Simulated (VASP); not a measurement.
A run of VASP 6.6.1 is set up as follows.

Contents of INCAR:

```
SYSTEM = InO
  ALGO = Normal
  EDIFF = 1E-6
  ENCUT = 520
  GGA = CA
  ISIF = 2
  ISMEAR = 0
  LASPH = .True.
  LCHARG = .False.
  LREAL = .False.
  LWAVE = .False.
  NBANDS = 27
  NELM = 80
  PREC = Accurate
  SIGMA = 0.03
```

KPOINTS

```
k-points
0
Gamma
  12 12 4
  0 0 0
```

Contents of POSCAR:

```
InO
1.0
    3.4536138013      0.0000000000      0.0000000000
   -1.7268069007      2.9909172868      0.0000000000
    0.0000000000      0.0000000000     15.8771000000
In O
2 2
Direct
    0.6666666667      0.3333333333      0.5900210000
    0.6666666667      0.3333333333      0.4099790000
    0.0000000000      0.0000000000      0.6398670000
    0.0000000000      0.0000000000      0.3601330000
```

Potentials or basis: VASP PAW LDA potentials, release 64 (In_d, O).

Run with:

```bash
$ cat potpaw_LDA.64/In_d/POTCAR potpaw_LDA.64/O/POTCAR > POTCAR
$ mpirun -np 1 vasp_std > vasp.out
```

(1) Estimate the band gap on the k mesh.

(2) Predict the largest force.

Results:

(1) 0.29 eV, indirect (least direct gap 1.00 eV).

(2) 0.536 eV/Å.

Caveat: spin-orbit coupling is left out, which moves the levels of the heavy elements.
